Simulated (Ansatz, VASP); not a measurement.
# Two plane-wave programs on Co

```
CELL_PARAMETERS angstrom
0.00000 1.76263 1.76263
1.76263 0.00000 1.76263
1.76263 1.76263 0.00000
ATOMIC_POSITIONS crystal
Co 0.00000 0.00000 0.00000
```

Alike in both runs: task single point; functional BLYP; k mesh 17 × 17 × 17; occupations fermi-dirac, width 0.05 eV; collinear spin.

```csv
,VASP,Ansatz
version,VASP 6.6.1,Ansatz 0.2.0
potentials or method,"VASP PAW PBE potentials, release 64 (Co), cutoff 520 eV","plane waves (420 eV) with PAW, scalar-relativistic"
valence electrons in the cell,9,17
```

VASP gave:

- pressure (GPa): 8.3
- net moment per atom (μB): 1.64
- size of the moment on the site where the two differ most (μB): 1.65

**Question.** Estimate Ansatz's values.

**Answer.** Pressure (GPa): 8.7; net moment per atom (μB): 1.65; size of the moment on the site where the two differ most (μB): 1.71.

VASP's potentials were made for PBE, not for BLYP. Site moments also hang on the region over which each program counts them. VASP's potentials hold 9 valence electrons a cell and Ansatz's 17, so a difference there can come from the potentials and not from the codes.
